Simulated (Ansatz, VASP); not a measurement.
## Two plane-wave programs on NaRu3W4

Contents of INCAR:

```
SYSTEM = NaRu3W4
PREC     = Accurate       ! precision mode
ENCUT    = 520            ! plane-wave cutoff, eV
EDIFF    = 1E-6           ! SCF threshold, eV
ISMEAR   = 0              ! smearing method
SIGMA    = 0.1            ! smearing width, eV
LREAL    = .FALSE.        ! projectors in reciprocal space
LASPH    = .TRUE.         ! aspherical terms in the spheres
NELM     = 150            ! most SCF steps
ALGO     = Fast           ! electronic algorithm
ISIF     = 2              ! what is computed and relaxed
LWAVE    = .FALSE.        ! write WAVECAR
LCHARG   = .FALSE.        ! write CHGCAR
ISPIN    = 2              ! spin polarisation
MAGMOM   = 0 1 1 1 0 0 0 0 ! initial moments
LORBIT   = 11             ! projections on sites
LMAXMIX  = 4              ! l up to which the mixer works
GGA      = PE             ! functional
NBANDS   = 66             ! bands
```

KPOINTS

```
Automatic mesh
0
G
  4 4 4
  0 0 0
```

Contents of POSCAR:

```
NaRu3W4
1.0
   -3.1327682406      3.1327682406      3.1327682406
    3.1327682406     -3.1327682406      3.1327682406
    3.1327682406      3.1327682406     -3.1327682406
Na Ru W
1 3 4
Direct
    0.0000000000      0.0000000000      0.0000000000
    0.0000000000      0.5000000000      0.5000000000
    0.5000000000      0.0000000000      0.5000000000
    0.5000000000      0.5000000000      0.0000000000
    0.5000000000      0.5000000000      0.5000000000
    0.0000000000      0.0000000000      0.5000000000
    0.0000000000      0.5000000000      0.0000000000
    0.5000000000      0.0000000000      0.0000000000
```

Input for Ansatz:

```yaml
crystal:
  lattice:
    - [-3.1327682406, 3.1327682406, 3.1327682406]
    - [3.1327682406, -3.1327682406, 3.1327682406]
    - [3.1327682406, 3.1327682406, -3.1327682406]
  atoms:
    - { symbol: Na, position: [0.0, 0.0, 0.0] }
    - { symbol: Ru, position: [0.0, 0.5, 0.5], spin: 1.0 }
    - { symbol: Ru, position: [0.5, 0.0, 0.5], spin: 1.0 }
    - { symbol: Ru, position: [0.5, 0.5, 0.0], spin: 1.0 }
    - { symbol: W, position: [0.5, 0.5, 0.5] }
    - { symbol: W, position: [0.0, 0.0, 0.5] }
    - { symbol: W, position: [0.0, 0.5, 0.0] }
    - { symbol: W, position: [0.5, 0.0, 0.0] }
basis:
  ecutwfc: 420
kpoints:
  mp_grid: { grid: [4, 4, 4] }
hamiltonian:
  xc: pbe
scf:
  occupations: { method: gaussian, width: 0.1 }
  lower_state_search: "off"
output:
  forces: true
  stress: true
  eigenvalues: true
  populations: true
magnetization:
  spin_polarized: true
```

Alike in both runs: task single point; functional PBE; k mesh 4 × 4 × 4; occupations gaussian, width 0.1 eV; collinear spin.

```csv
,VASP,Ansatz
version,VASP 6.6.1,Ansatz 0.2.0
potentials or method,"VASP PAW PBE potentials, release 64 (Na_pv, Ru_pv, W_sv), cutoff 520 eV","scalar-relativistic, plane waves, PAW"
valence electrons in the cell,105,113
```

Ansatz gave:

- gap on the k mesh at the Fermi level (eV): none
- pressure (GPa): 0.2
- net moment per atom (μB): 0.00

Task: What did VASP give for the same quantities?

Result: gap on the k mesh at the Fermi level (eV): none; pressure (GPa): 0.4; net moment per atom (μB): 0.01.

A gap of «none» marks a metal or a gap that the smearing closes. VASP's potentials hold 105 valence electrons a cell and Ansatz's 113, so a difference there can come from the potentials and not from the codes. Ansatz's warnings: seeded moment not kept.

Spin-orbit coupling is off throughout.
